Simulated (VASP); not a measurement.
# Ru (R-3m) in VASP: notebook, part 2 of 2

VASP 6.6.1.

### Step 3. Single point, PBE

Input file INCAR:

```
SYSTEM = Ru
ALGO = Fast
EDIFF = 1E-7
ENCUT = 520
GGA = PE
ISIF = 2
ISMEAR = 0
LASPH = .TRUE.
LCHARG = .FALSE.
LREAL = .FALSE.
LWAVE = .FALSE.
NBANDS = 13
NELM = 80
PREC = Accurate
SIGMA = 0.15
```

Input file KPOINTS:

```
k-points
0
G
  20 20 20
  0 0 0
```

Input file POSCAR:

```
Ru
1.0
    0.0333389707      1.9693806256      1.9693806256
    1.9693806256      0.0333389707      1.9693806256
    1.9693806256      1.9693806256      0.0333389707
Ru
1
Direct
    0.0000000000      0.0000000000      0.0000000000
```

Potentials or basis: VASP PAW PBE potentials, release 64 (Ru_pv).

The run is started by

```bash
> cat potpaw_PBE.64/Ru_pv/POTCAR > POTCAR
> mpirun -np 1 vasp_std > vasp.out
```

OUTCAR:

```text
SYSTEM = Ru
   EDIFF = 1E-7
   ENCUT = 520
   GGA = PE
   ISIF = 2
   ISMEAR = 0
   LASPH = .TRUE.
   LREAL = .FALSE.
   NELM = 80
   PREC = Accurate

 ion  position               nearest neighbor table
   1  0.000  0.000  0.000-

  LATTYP: Found a trigonal (rhomboedric) cell.
 ALAT       =     2.7853243229
 COS(alpha) =     0.5168545979

  Lattice vectors:

 A1 = (   0.0333389707,   1.9693806256,   1.9693806256)
 A2 = (   1.9693806256,   0.0333389707,   1.9693806256)
 A3 = (   1.9693806256,   1.9693806256,   0.0333389707)

Analysis of symmetry for initial positions (statically):
=====================================================================
 Subroutine PRICEL returns:
 Original cell was already a primitive cell.

 Routine SETGRP: Setting up the symmetry group for a
 trigonal (rhombohedral) supercell.

 Subroutine GETGRP returns: Found 12 space group operations
 (whereof 12 operations were pure point group operations)
 out of a pool of 12 trial point group operations.

The static configuration has the point symmetry D_3d.

Analysis of symmetry for dynamics (positions and initial velocities):
=====================================================================
 Subroutine PRICEL returns:
 Original cell was already a primitive cell.

 Routine SETGRP: Setting up the symmetry group for a
 trigonal (rhombohedral) supercell.

 Subroutine GETGRP returns: Found 12 space group operations
 (whereof 12 operations were pure point group operations)
 out of a pool of 12 trial point group operations.

The dynamic configuration has the point symmetry D_3d.

 Subroutine INISYM returns: Found 12 space group operations
 (whereof 12 operations are pure point group operations),
 and found     1 'primitive' translations

----------------------------------------------------------------------------------------

                                     Primitive cell

  volume of cell :      14.8885

  direct lattice vectors                    reciprocal lattice vectors
     0.033338971  1.969380626  1.969380626    -0.260426547  0.256091265  0.256091265
[... 115 lines left out ...]
 non-spin polarized calculation
 RMM-DIIS sequential band-by-band and
 Gauss-broadening in eV      SIGMA  =   0.15
  energy-cutoff  :      520.00
  volume of cell :       14.89
 maximum number of plane-waves:       411
 NGX is ok and might be reduce to    24
   NGX = 11   NGY = 11   NGZ = 11

 number of electron      14.0000000 magnetization

 Free energy of the ion-electron system (eV)
  ---------------------------------------------------
  ext. energy  EPLUGINS =         0.00000000
  ---------------------------------------------------
  free energy    TOTEN  =        -9.05190488 eV

  energy without entropy =       -9.03594017  energy(sigma->0) =       -9.04392252

 E-fermi :  11.1565     XC(G=0): -13.5524

 val. band max:       11.1535400818   @ k =   0.4500   0.4000   0.1500
 cond. band min:      11.1567906495   @ k =   0.1500   0.1000   0.0500
 fundamental gap:      0.0032505678
 Fermi energy:        11.1564911108

 k-point     1 :       0.0000    0.0000    0.0000
  band No.  band energies     occupation
      1     -31.2842      2.00000
      2     -31.2487      2.00000
      3     -31.2487      2.00000
      4       3.7884      2.00000
      5       8.6873      2.00000
      6       9.0026      2.00000
      7       9.0026      2.00000
      8      11.0346      1.74939
      9      11.0346      1.74939
     10      21.8062      0.00000
     11      26.2294      0.00000
     12      30.9917      0.00000
     13      31.7391      0.00000
[... 354 lines left out ...]
  band No.  band energies     occupation
      1     -31.9242      2.00000
      2     -31.3766      2.00000
      3     -31.3553      2.00000
      4       5.9432      2.00000
      5       8.8250      2.00000
      6       9.1318      2.00000
      7      10.1134      2.00000
      8      11.7821      0.00000
      9      12.6162      0.00000
     10      21.8043      0.00000
     11      22.6965      0.00000
     12      26.7409      0.00000
     13      32.0424      0.00000

 [... further k-points ...]

------------------------ aborting loop because EDIFF is reached ----------------------------------------

  FORCE on cell =-STRESS in cart. coord.  units (eV):
  Direction    XX          YY          ZZ          XY          YZ          ZX
  --------------------------------------------------------------------------------------
  -------------------------------------------------------------------------------------
  Total       -1.7299460     -1.7299460     -1.7299460     -0.2923494     -0.2923494     -0.2923494
  in kB     -186.1630757   -186.1630757   -186.1630757    -31.4603295    -31.4603295    -31.4603295
  external PRESSURE =    -186.1630757 kB  Pullay stress =       0.0000000 kB

 VOLUME and BASIS-vectors are now :
 -----------------------------------------------------------------------------
  energy-cutoff  :      520.00
  volume of cell :       14.89
      direct lattice vectors                 reciprocal lattice vectors
     0.033338971  1.969380626  1.969380626    -0.260426547  0.256091265  0.256091265
     1.969380626  0.033338971  1.969380626     0.256091265 -0.260426547  0.256091265
     1.969380626  1.969380626  0.033338971     0.256091265  0.256091265 -0.260426547

 POSITION                                       TOTAL-FORCE (eV/Angst)
 -----------------------------------------------------------------------------------
      0.00000      0.00000      0.00000        -0.000000      0.000000     -0.000000
 -----------------------------------------------------------------------------------
    total drift:                               -0.000000      0.000000     -0.000000

  FREE ENERGIE OF THE ION-ELECTRON SYSTEM (eV)
  ---------------------------------------------------
  free  energy   TOTEN  =        -9.0519048810 eV

  energy  without entropy=       -9.0359401687  energy(sigma->0) =       -9.04392252
```

OSZICAR:

```text
N       E                     dE             d eps       ncg     rms          rms(c)
DAV:   1     0.106523664673E+03    0.10652E+03   -0.84485E+03 20375   0.113E+03
DAV:   2    -0.849268959870E+01   -0.11502E+03   -0.11061E+03 22091   0.321E+02
DAV:   3    -0.975027979206E+01   -0.12576E+01   -0.12518E+01 22896   0.370E+01
DAV:   4    -0.975405903826E+01   -0.37792E-02   -0.37792E-02 22201   0.220E+00
DAV:   5    -0.975408544640E+01   -0.26408E-04   -0.26406E-04 23396   0.167E-01    0.102E+01
RMM:   6    -0.908578774468E+01    0.66830E+00   -0.11197E+00 20613   0.103E+01    0.230E+00
RMM:   7    -0.905515315694E+01    0.30635E-01   -0.77524E-02 20806   0.281E+00    0.628E-01
RMM:   8    -0.905195755839E+01    0.31956E-02   -0.73404E-03 22108   0.971E-01    0.108E-01
RMM:   9    -0.905190626847E+01    0.51290E-04   -0.75390E-04 23862   0.310E-01    0.412E-02
RMM:  10    -0.905190900943E+01   -0.27410E-05   -0.82529E-05 23717   0.119E-01    0.115E-02
RMM:  11    -0.905190479950E+01    0.42099E-05   -0.19616E-05 24231   0.552E-02    0.208E-03
RMM:  12    -0.905190509767E+01   -0.29817E-06   -0.32753E-06 23967   0.252E-02    0.153E-03
RMM:  13    -0.905190499064E+01    0.10702E-06   -0.63778E-07 20800   0.109E-02    0.784E-04
RMM:  14    -0.905190479559E+01    0.19505E-06   -0.20903E-07 14839   0.573E-03    0.101E-03
RMM:  15    -0.905190494568E+01   -0.15009E-06   -0.48864E-08 11836   0.261E-03    0.513E-04
RMM:  16    -0.905190488099E+01    0.64695E-07   -0.50934E-09 11355   0.748E-04
   1 F= -.90519049E+01 E0= -.90439225E+01  d E =-.159647E-01
```

stdout:

```text
POSCAR found type information on POSCAR Ru
 POSCAR found :  1 types and       1 ions
 scaLAPACK will be used
 LDA part: xc-table for (Slater+PW92), standard interpolation
 POSCAR, INCAR and KPOINTS ok, starting setup
 FFT: planning ... GRIDC
 FFT: planning ... GRID_SOFT
 FFT: planning ... GRID
 WAVECAR not read
 entering main loop
```

Wall time 93 s (1 thread of Intel Xeon Platinum 8488C (Sapphire Rapids), shared host); peak memory 0.26 GiB.

Results:

```
Free energy            : -9.0519 eV
Pressure               : -18.6 GPa
Band gap on the k mesh : zero (band 7 reaches 13.08 eV, above the bottom of band 8 at 10.06 eV)
```

Levels at points of the mesh, in eV from the Fermi level:
```tsv
k point	band 4	band 5	band 6	band 7	band 8	band 9	band 10	band 11
(0.00, 0.00, 0.00)	-7.37	-2.47	-2.15	-2.15	-0.12	-0.12	10.65	15.07
(0.50, 0.00, 0.00)	-5.41	-2.55	-2.19	1.06	1.39	1.62	9.10	10.65
(0.50, 0.50, 0.00)	-5.61	-5.18	1.42	1.92	1.95	3.40	10.65	12.41
(0.50, 0.50, 0.50)	-5.42	-2.30	-2.30	0.73	1.43	1.43	8.61	10.65
```

### Step 4. Single point, PBE

This run uses another cell than the first one, of 15.43 Å³/atom, 1.036 times its volume.

Input file INCAR:

```
SYSTEM = Ru
  ALGO = Fast
  EDIFF = 1E-6
  ENCUT = 520
  GGA = PE
  ISIF = 2
  ISMEAR = 0
  LASPH = .True.
  LCHARG = .False.
  LREAL = .False.
  LWAVE = .False.
  NBANDS = 13
  NELM = 80
  PREC = Accurate
  SIGMA = 0.15
```

Input file KPOINTS:

```
k-points
0
Gamma
  20 20 20
  0 0 0
```

Input file POSCAR:

```
Ru
1.0
    0.0666779414      2.0098636615      2.0098636615
    2.0098636615      0.0666779414      2.0098636615
    2.0098636615      2.0098636615      0.0666779414
Ru
1
Direct
    0.0000000000      0.0000000000      0.0000000000
```

The run is started by

```bash
> cat potpaw_PBE.64/Ru_pv/POTCAR > POTCAR
> mpirun -np 1 vasp_std > vasp.out
```

Run time: 81 s. Hardware: 1 thread of Intel Xeon Platinum 8488C (Sapphire Rapids), shared host; peak memory 0.26 GiB.

It converged, with:

| Quantity | Value |
| --- | --- |
| Free energy | -8.9583 eV |
| Pressure | -24.9 GPa |
| Band gap on the k mesh | zero (band 7 reaches 12.37 eV, above the bottom of band 8 at 9.56 eV) |

Stress tensor (GPa, compression positive):
```
-24.93  -5.30  -5.30
 -5.30 -24.93  -5.30
 -5.30  -5.30 -24.93
```

Levels at points of the mesh, in eV from the Fermi level:
| k point | band 5 | band 6 | band 7 | band 8 | band 9 | band 10 |
| --- | --- | --- | --- | --- | --- | --- |
| (0.00, 0.00, 0.00) | -2.54 | -1.97 | -1.97 | -0.09 | -0.09 | 10.71 |
| (0.50, 0.00, 0.00) | -2.59 | -1.92 | 1.14 | 1.20 | 1.64 | 8.83 |
| (0.50, 0.50, 0.00) | -4.92 | 1.29 | 1.79 | 1.89 | 3.32 | 10.70 |
| (0.50, 0.50, 0.50) | -2.15 | -2.15 | 0.51 | 1.30 | 1.30 | 7.87 |

### Step 5. Single point, PBE

This run uses another cell than the first one, of 12.80 Å³/atom, 0.860 times its volume.

Input file INCAR:

```
PREC = Accurate ; ENCUT = 520
EDIFF = 1E-6 ; ISMEAR = 0
SIGMA = 0.15 ; LREAL = F
LASPH = T ; NELM = 80
ALGO = Normal ; ISIF = 2
LWAVE = F ; LCHARG = F
GGA = PE ; NBANDS = 13
```

Input file KPOINTS:

```
Automatic mesh
0
Gamma
  20 20 20
```

Input file POSCAR:

```
Ru
1.0
   -0.0666779414      1.8241179676      1.8241179676
    1.8241179676     -0.0666779414      1.8241179676
    1.8241179676      1.8241179676     -0.0666779414
Ru
1
Direct
    0.0000000000      0.0000000000      0.0000000000
```

The run is started by

```bash
> cat potpaw_PBE.64/Ru_pv/POTCAR > POTCAR
> mpirun -np 1 vasp_std > vasp.out
```

Run time: 46 s. Hardware: 1 thread of Intel Xeon Platinum 8559C (Emerald Rapids), shared host; peak memory 0.23 GiB.

It converged, with:

```
Free energy            : -8.9900 eV
Pressure               : 29.9 GPa
Band gap on the k mesh : zero (band 7 reaches 16.30 eV, above the bottom of band 8 at 12.42 eV)
```

Stress tensor (GPa, compression positive):
```
29.93 11.27 11.27
11.27 29.93 11.27
11.27 11.27 29.93
```

Levels at points of the mesh, in eV from the Fermi level:
```tsv
k point	band 3	band 4	band 5	band 6	band 7	band 8	band 9	band 10	band 11	band 12
(0.00, 0.00, 0.00)	-42.37	-8.26	-3.17	-3.17	-2.24	-0.09	-0.09	10.48	14.97	20.54
(0.50, 0.00, 0.00)	-42.56	-6.53	-3.40	-2.43	0.88	1.56	2.09	10.46	10.64	14.80
(0.50, 0.50, 0.00)	-42.83	-6.96	-6.46	1.77	2.44	2.61	3.90	10.48	13.23	14.58
(0.50, 0.50, 0.50)	-42.70	-6.59	-3.14	-3.14	1.74	2.11	2.11	10.47	11.74	14.19
```

### Step 6. Single point, PBE

This run uses another cell than the first one, of 12.80 Å³/atom, 0.860 times its volume.

Input file INCAR:

```
ALGO     = Normal         # electronic algorithm
EDIFF    = 1E-7           # SCF threshold, eV
ENCUT    = 520            # plane-wave cutoff, eV
GGA      = PE             # functional
ISIF     = 2              # what is computed and relaxed
ISMEAR   = 0              # smearing method
LASPH    = True           # aspherical terms in the spheres
LCHARG   = False          # write CHGCAR
LREAL    = False          # projectors in reciprocal space
LWAVE    = False          # write WAVECAR
NBANDS   = 13             # bands
NELM     = 100            # most SCF steps
PREC     = Accurate       # precision mode
SIGMA    = 0.15           # smearing width, eV
```

Input file KPOINTS:

```
k-points
0
Gamma
  20 20 20
```

Input file POSCAR:

```
Ru
1.0
    0.0666779414      1.8907959090      1.8907959090
    1.8907959090      0.0666779414      1.8907959090
    1.8907959090      1.8907959090      0.0666779414
Ru
1
Direct
    0.0000000000      0.0000000000      0.0000000000
```

Potentials or basis: VASP PAW PBE potentials, release 64 (Ru_pv).

The run is started by

```bash
> cat potpaw_PBE.64/Ru_pv/POTCAR > POTCAR
> mpirun -np 1 vasp_std > vasp.out
```

Wall time 54 s (1 thread of Intel Xeon Platinum 8559C (Emerald Rapids), shared host); peak memory 0.22 GiB.

It converged, with:

* Free energy: -8.9918 eV
* Pressure: 30.0 GPa
* Band gap on the k mesh: zero (band 7 reaches 16.32 eV, above the bottom of band 8 at 12.49 eV)

Stress tensor (GPa, compression positive):
```
 30.02 -11.05 -11.05
-11.05  30.02 -11.05
-11.05 -11.05  30.02
```

Levels at points of the mesh, in eV from the Fermi level:
| k point | band 4 | band 5 | band 6 | band 7 | band 8 | band 9 | band 10 | band 11 |
| --- | --- | --- | --- | --- | --- | --- | --- | --- |
| (0.00, 0.00, 0.00) | -8.25 | -3.38 | -2.60 | -2.60 | -0.09 | -0.09 | 10.48 | 14.96 |
| (0.50, 0.00, 0.00) | -6.55 | -3.47 | -2.55 | 1.30 | 1.63 | 2.26 | 10.47 | 11.19 |
| (0.50, 0.50, 0.00) | -6.96 | -6.46 | 1.77 | 2.46 | 2.59 | 3.90 | 10.48 | 13.26 |
| (0.50, 0.50, 0.50) | -6.52 | -2.85 | -2.85 | 0.49 | 1.78 | 1.78 | 10.03 | 10.48 |

### Step 7. Summary

| cell | gap on the mesh (eV) | pressure (GPa) |
| --- | --- | --- |
| a = 2.738 Å, angles 61.1°, 1 atom | none | -18.6 |
| a = 2.785 Å, angles 58.9°, 1 atom | none | -18.6 |
| a = 2.843 Å, angles 57.8°, 1 atom | none | -24.9 |
| a = 2.581 Å, angles 62.4°, 1 atom | none | 29.9 |
| a = 2.675 Å, angles 57.7°, 1 atom | none | 30.0 |

Alike in all rows: task single point; level PBE; potentials or basis VASP PAW PBE potentials, release 64 (Ru_pv); no spin polarisation; k mesh 20 × 20 × 20; cutoff (eV) 520; smearing gaussian 0.15 eV.

Total energies depend on the potentials used, so only differences within one code and one set of settings carry meaning.
